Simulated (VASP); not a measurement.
# AlCu3 (R-3m) in VASP: notebook

AlCu3 is run at these levels: LDA; tasks: single point.

Everything below comes from runs of VASP 6.6.1. Logs are shortened: lines on timing, memory, paths and dates and some standing lists are left out, and cuts for length are marked.

### 1 The cell of the first run

Symmetry: R-3m, No. 166, trigonal system. The conventional cell has a = 3.940 Å, b = 3.940 Å, c = 9.084 Å, α = 90.00°, β = 90.00°, γ = 120.00°. Within 3.0 Å of Al (site symmetry -3m) lie 14 Cu at 2.27 to 2.73 Å. Within 3.0 Å of Cu (site symmetry -3m) lie 8 Cu at 2.27 to 2.40 Å and 6 Al at 2.73 Å. Within 3.0 Å of Cu (site symmetry 3m) lie 4 Al at 2.27 to 2.40 Å and 10 Cu at 2.27 to 2.73 Å.

### 2 Single point, LDA (10.18 Å³/atom)

Input file INCAR:

```
PREC = Accurate
ENCUT = 520
EDIFF = 1E-6
ISMEAR = 0
SIGMA = 0.15
LREAL = False
LASPH = True
NELM = 80
ALGO = Fast
ISIF = 2
LWAVE = False
LCHARG = True
GGA = CA
LELF = True
LVHAR = True
NBANDS = 26
```

Input file KPOINTS:

```
regular mesh
0
Gamma
  14 14 14
```

Input file POSCAR:

```
AlCu3
1.0
   -0.1094100327      2.6769235681      2.6769235681
    2.6769235681     -0.1094100327      2.6769235681
    2.6769235681      2.6769235681     -0.1094100327
Al Cu
1 3
Direct
    0.0000000000      0.0000000000      0.0000000000
    0.5000000000      0.5000000000      0.5000000000
    0.2500000000      0.2500000000      0.2500000000
    0.7500000000      0.7500000000      0.7500000000
```

Potentials or basis: VASP PAW LDA potentials, release 64 (Al, Cu).

Run with:

```
> cat potpaw_LDA.64/Al/POTCAR potpaw_LDA.64/Cu/POTCAR > POTCAR
> mpirun -np 1 vasp_std > vasp.out
```

OUTCAR:

```text
PREC = Accurate
   ENCUT = 520
   EDIFF = 1E-6
   ISMEAR = 0
   LREAL = False
   LASPH = True
   NELM = 80
   ISIF = 2
   GGA = CA

 ion  position               nearest neighbor table
   1  0.000  0.000  0.000-   3 2.27   4 2.27   4 2.40   4 2.40   4 2.40   3 2.40   3 2.40   3 2.40
                             2 2.73   2 2.73   2 2.73   2 2.73   2 2.73   2 2.73
   2  0.500  0.500  0.500-   3 2.27   4 2.27   3 2.40   3 2.40   3 2.40   4 2.40   4 2.40   4 2.40
                             1 2.73   1 2.73   1 2.73   1 2.73   1 2.73   1 2.73
   3  0.250  0.250  0.250-   1 2.27   2 2.27   1 2.40   1 2.40   1 2.40   2 2.40   2 2.40   2 2.40
                             4 2.73   4 2.73   4 2.73   4 2.73   4 2.73   4 2.73
   4  0.750  0.750  0.750-   1 2.27   2 2.27   2 2.40   2 2.40   2 2.40   1 2.40   1 2.40   1 2.40
                             3 2.73   3 2.73   3 2.73   3 2.73   3 2.73   3 2.73

  LATTYP: Found a trigonal (rhomboedric) cell.
 ALAT       =     3.7873222908
 COS(alpha) =     0.4587452802

  Lattice vectors:

 A1 = (  -0.1094100327,   2.6769235681,   2.6769235681)
 A2 = (   2.6769235681,  -0.1094100327,   2.6769235681)
 A3 = (   2.6769235681,   2.6769235681,  -0.1094100327)

Analysis of symmetry for initial positions (statically):
=====================================================================
 Subroutine PRICEL returns:
 Original cell was already a primitive cell.

 Routine SETGRP: Setting up the symmetry group for a
 trigonal (rhombohedral) supercell.

 Subroutine GETGRP returns: Found 12 space group operations
 (whereof 12 operations were pure point group operations)
 out of a pool of 12 trial point group operations.

The static configuration has the point symmetry D_3d.

Analysis of symmetry for dynamics (positions and initial velocities):
=====================================================================
 Subroutine PRICEL returns:
 Original cell was already a primitive cell.

 Routine SETGRP: Setting up the symmetry group for a
 trigonal (rhombohedral) supercell.

 Subroutine GETGRP returns: Found 12 space group operations
 (whereof 12 operations were pure point group operations)
 out of a pool of 12 trial point group operations.

The dynamic configuration has the point symmetry D_3d.

 Subroutine INISYM returns: Found 12 space group operations
 (whereof 12 operations are pure point group operations),
 and found     1 'primitive' translations

----------------------------------------------------------------------------------------

                                     Primitive cell

  volume of cell :      40.7160

  direct lattice vectors                    reciprocal lattice vectors
    -0.109410033  2.676923568  2.676923568    -0.175703636  0.183190934  0.183190934
     2.676923568 -0.109410033  2.676923568     0.183190934 -0.175703636  0.183190934
     2.676923568  2.676923568 -0.109410033     0.183190934  0.183190934 -0.175703636

  length of vectors
     3.787322291  3.787322291  3.787322291     0.313032913  0.313032913  0.313032913

  position of ions in fractional coordinates (direct lattice)
     0.000000000  0.000000000  0.000000000
     0.500000000  0.500000000  0.500000000
     0.250000000  0.250000000  0.250000000
     0.750000000  0.750000000  0.750000000

  ion indices of the primitive-cell ions
   primitive index   ion index
                 1           1
                 2           2
                 3           3
                 4           4

----------------------------------------------------------------------------------------

 KPOINTS: regular mesh

Automatic generation of k-mesh.
 Grid dimensions read from file:
 generate k-points for:   14   14   14

 Generating k-lattice:

  Cartesian coordinates                     Fractional coordinates (reciprocal lattice)
    -0.012550260  0.013085067  0.013085067     0.071428571  0.000000000 -0.000000000
     0.013085067 -0.012550260  0.013085067     0.000000000  0.071428571 -0.000000000
     0.013085067  0.013085067 -0.012550260     0.000000000  0.000000000  0.071428571

  Length of vectors
     0.022359494  0.022359494  0.022359494

  Shift w.r.t. Gamma in fractional coordinates (k-lattice)
     0.000000000  0.000000000  0.000000000

 Subroutine IBZKPT returns following result:
 ===========================================

 Found    288 irreducible k-points:

 Following reciprocal coordinates:
            Coordinates               Weight
  0.000000  0.000000  0.000000      1.000000
  0.071429  0.000000 -0.000000      6.000000
  0.142857  0.000000 -0.000000      6.000000
  0.214286  0.000000  0.000000      6.000000
  0.285714  0.000000 -0.000000      6.000000
  0.357143  0.000000 -0.000000      6.000000
[... 16 lines left out ...]
  0.214286  0.142857 -0.000000     12.000000
  0.285714  0.142857  0.000000     12.000000
 [... further k-points ...]
   k-points           NKPTS =    288   k-points in BZ     NKDIM =    288   number of bands    NBANDS=     26
   number of dos      NEDOS =    301   number of ions     NIONS =      4
   total plane-waves  NPLWV =  21952
   dimension x,y,z NGX =    28 NGY =   28 NGZ =   28
   dimension x,y,z NGXF=    56 NGYF=   56 NGZF=   56
   ions per type =               1   3
   NGX,Y,Z   is equivalent  to a cutoff of  12.29, 12.29, 12.29 a.u.
   NGXF,Y,Z  is equivalent  to a cutoff of  24.58, 24.58, 24.58 a.u.
 SYSTEM =  unknown system
   PREC   = accura    normal or accurate (medium, high low for compatibility)
   ISTART =      0    job   : 0-new  1-cont  2-samecut
   ICHARG =      2    charge: 1-file 2-atom 10-const
   ISPIN  =      1    spin polarized calculation?
   LNONCOLLINEAR =      F non collinear calculations
   LSORBIT =      F    spin-orbit coupling
   LASPH  =      T    aspherical Exc in radial PAW
   ENCUT  =  520.0 eV  38.22 Ry    6.18 a.u.   7.04  7.04  7.04*2*pi/ulx,y,z
   NELM   =     80;   NELMIN=  2; NELMDL= -5     # of ELM steps
   EDIFF  = 0.1E-05   stopping-criterion for ELM
   LREAL  =      F    real-space projection
   EDIFFG = 0.1E-04   stopping-criterion for IOM
   NSW    =      0    number of steps for IOM
   IBRION =     -1    ionic relax: 0-MD 1-quasi-New 2-CG
   NFREE  =      0    steps in history (QN), initial steepest desc. (CG)
   ISIF   =      2    stress and relaxation
   ISYM   =      2    0-nonsym 1-usesym 2-fastsym
   POTIM  = 0.5000    time-step for ionic-motion
   TEBEG  =    0.0;   TEEND  =   0.0 temperature during run
   PSTRESS=    0.0 pullay stress
   NELECT =      36.0000    total number of electrons
   NUPDOWN=      -1.0000    fix difference up-down
   EMIN   =  10.00;   EMAX   =-10.00  energy-range for DOS
   EFERMI =   0.00;   METHOD = LEGACY
   ISMEAR =     0;   SIGMA  =   0.15  broadening in eV -4-tet -1-fermi 0-gaus
   EFERMI_NEDOS =   21; number of points for ismear=-14 and -15
   IALGO  =     68    algorithm
   IMIX   =      4    mixing-type and parameters
     AMIX     =   0.40;   BMIX     =  1.00
     AMIX_MAG =   1.60;   BMIX_MAG =  1.00
  volume/ion in A,a.u.               =      10.18        68.69
  Fermi-wavevector in a.u.,A,eV,Ry     =   1.571281  2.969291 33.591766  2.468925
  Thomas-Fermi vector in A             =   2.672889
   LORBIT       =      0    0 simple, 1 ext, 2 COOP (PROOUT), +10 PAW based schemes
   GGA     = CA    functional components
   LHFCALC =     F    Hartree Fock is set to
   AEXX    =    0.0000 exact exchange contribution
   IVDW    =     0    specifies the selected vdW correction
   LEPSILON=     F    determine dielectric tensor
   LRPA    =     F    only Hartree local field effects (RPA)
 non-spin polarized calculation
 RMM-DIIS sequential band-by-band and
 Gauss-broadening in eV      SIGMA  =   0.15
  energy-cutoff  :      520.00
  volume of cell :       40.72
 maximum number of plane-waves:      1121
   NGX = 15   NGY = 15   NGZ = 15

 number of electron      36.0000007 magnetization

 Free energy of the ion-electron system (eV)
  ---------------------------------------------------
  ext. energy  EPLUGINS =         0.00000000
  ---------------------------------------------------
  free energy    TOTEN  =       -18.45468557 eV

  energy without entropy =      -18.44419298  energy(sigma->0) =      -18.44943927

 E-fermi :  10.8688     XC(G=0): -13.5613

 val. band max:       10.8414624719   @ k =   0.4286   0.2143   0.1429
 cond. band min:      10.8721014470   @ k =  -0.1429  -0.3571   0.0714
 fundamental gap:      0.0306389751
 Fermi energy:        10.8687602529

 k-point     1 :       0.0000    0.0000    0.0000
  band No.  band energies     occupation
      1      -1.1670      2.00000
      2       5.0016      2.00000
      3       5.0016      2.00000
      4       5.1768      2.00000
      5       5.1768      2.00000
      6       5.2618      2.00000
[... 18 lines left out ...]
     25      18.3551      0.00000
     26      18.3560      0.00000

 k-point     2 :       0.0714    0.0000   -0.0000
  band No.  band energies     occupation
      1      -1.0892      2.00000
      2       4.9826      2.00000
      3       5.0025      2.00000
      4       5.1536      2.00000
      5       5.2299      2.00000
      6       5.2956      2.00000
[... 18 lines left out ...]
     25      18.0806      0.00000
     26      18.5667      0.00000

 k-point     3 :       0.1429    0.0000   -0.0000
  band No.  band energies     occupation
      1      -0.8572      2.00000
      2       4.9648      2.00000
      3       5.0192      2.00000
      4       5.0725      2.00000
      5       5.3456      2.00000
      6       5.3892      2.00000
[... 572 lines left out ...]
 k-point    23 :       0.2143    0.1429   -0.0000
  band No.  band energies     occupation
      1      -0.4570      2.00000
      2       4.6383      2.00000
      3       5.1926      2.00000
      4       5.2697      2.00000
      5       5.4189      2.00000
      6       5.4602      2.00000
[... 18 lines left out ...]
     25      19.9105      0.00000
     26      20.9234      0.00000

 k-point    24 :       0.2857    0.1429    0.0000
  band No.  band energies     occupation
      1      -0.0270      2.00000
      2       4.5164      2.00000
      3       5.1618      2.00000
      4       5.2934      2.00000
      5       5.5141      2.00000
      6       5.6140      2.00000
[... 18 lines left out ...]
     25      20.3618      0.00000
     26      22.2408      0.00000

 [... further k-points ...]

------------------------ aborting loop because EDIFF is reached ----------------------------------------

  FORCE on cell =-STRESS in cart. coord.  units (eV):
  Direction    XX          YY          ZZ          XY          YZ          ZX
  --------------------------------------------------------------------------------------
  -------------------------------------------------------------------------------------
  Total        7.7986621      7.7986621      7.7986621      2.2079062      2.2079062      2.2079062
  in kB      306.8778758    306.8778758    306.8778758     86.8812562     86.8812562     86.8812562
  external PRESSURE =     306.8778758 kB  Pullay stress =       0.0000000 kB

 VOLUME and BASIS-vectors are now :
 -----------------------------------------------------------------------------
  energy-cutoff  :      520.00
  volume of cell :       40.72
      direct lattice vectors                 reciprocal lattice vectors
    -0.109410033  2.676923568  2.676923568    -0.175703636  0.183190934  0.183190934
     2.676923568 -0.109410033  2.676923568     0.183190934 -0.175703636  0.183190934
     2.676923568  2.676923568 -0.109410033     0.183190934  0.183190934 -0.175703636

 POSITION                                       TOTAL-FORCE (eV/Angst)
 -----------------------------------------------------------------------------------
      0.00000      0.00000      0.00000         0.000000      0.000000      0.000000
      2.62222      2.62222      2.62222        -0.000000      0.000000     -0.000000
      1.31111      1.31111      1.31111        -0.029732     -0.029732     -0.029732
      3.93333      3.93333      3.93333         0.029732      0.029732      0.029732
 -----------------------------------------------------------------------------------
    total drift:                                0.000000      0.000000      0.000000

  FREE ENERGIE OF THE ION-ELECTRON SYSTEM (eV)
  ---------------------------------------------------
  free  energy   TOTEN  =       -18.4546855678 eV

  energy  without entropy=      -18.4441929798  energy(sigma->0) =      -18.44943927
```

Run time: 2.5 min. Hardware: 1 thread of Intel Xeon 6975P-C (Granite Rapids), shared host; peak memory 0.33 GiB.

What came out:

```yaml
Free_energy: -18.4547 eV
Pressure: 30.7 GPa
Largest_force: 0.051 eV/Å
Band_gap_on_the_k_mesh: zero (bands 18 and 19 overlap by 6.02 eV)
```

Forces on the atoms (eV/Å):
```
Al   0.000  0.000  0.000
Cu   0.000  0.000  0.000
Cu  -0.030 -0.030 -0.030
Cu   0.030  0.030  0.030
```

Caveat: the cell stands under pressure.

[end of part 1 of 2]

The gap in the log of VASP goes by the Fermi energy; the results here count the filled bands.